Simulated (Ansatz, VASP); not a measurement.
**One calculation of Bi, two programs**

Contents of INCAR:

```
  PREC = Accurate
  ENCUT = 520
  EDIFF = 1E-6
  ISMEAR = 0
  SIGMA = 0.05
  LREAL = False
  LASPH = True
  NELM = 60
  ALGO = Normal
  ISIF = 2
  LWAVE = False
  LCHARG = False
  GGA = CA
  NBANDS = 22
```

The input KPOINTS:

```
regular mesh
0
Gamma
  12 12 8
```

File POSCAR:

```
Bi
1.0
    4.5367400000      0.0000000000      0.0000000000
   -2.2683700000      3.9289320900      0.0000000000
    0.0000000000      0.0000000000      5.1998300000
Bi
2
Direct
    0.3333333300      0.6666666700      0.2500000000
    0.6666666700      0.3333333300      0.7500000000
```

Input for Ansatz:

```yaml
crystal:
  lattice:
    - [4.53674, 0.0, 0.0]
    - [-2.26837, 3.92893209, 0.0]
    - [0.0, 0.0, 5.19983]
  atoms:
    - { symbol: Bi, position: [0.33333333, 0.66666667, 0.25] }
    - { symbol: Bi, position: [0.66666667, 0.33333333, 0.75] }
basis:
  ecutwfc: 420
kpoints:
  mp_grid: { grid: [12, 12, 8] }
hamiltonian:
  xc: lda
  pseudopotentials: { kind: paw }
scf:
  occupations: { method: gaussian, width: 0.05 }
output:
  forces: true
  eigenvalues: true
  eigenstates:
    nscf_kmesh: { grid: [30, 30, 22] }
    top_band: c6
    de_dk: true
    localisation: false
  stress: true
checkpoint:
  write: ck
  compress: false
  write_wavefunctions: false
  write_every: 100000
```

Alike in both runs: task single point; functional LDA; k mesh 12 × 12 × 8; occupations gaussian, width 0.05 eV; no spin polarisation.

```csv
,VASP,Ansatz
version,VASP 6.6.1,Ansatz 0.2.0
potentials or method,"VASP PAW LDA potentials, release 64 (Bi_d), cutoff 520 eV","scalar-relativistic, plane waves, PAW"
valence electrons in the cell,30,30
```

```csv
,VASP,Ansatz,Ansatz less VASP
pressure (GPa),-9.2,-9.1,+0.03
"traceless stress, the component that is largest in VASP (GPa)",-3.18,-3.18,-0.004
```

LDA's correlation is that of Perdew and Zunger in VASP and of Perdew and Wang (1992) in Ansatz.

Neither program's run includes spin-orbit coupling.
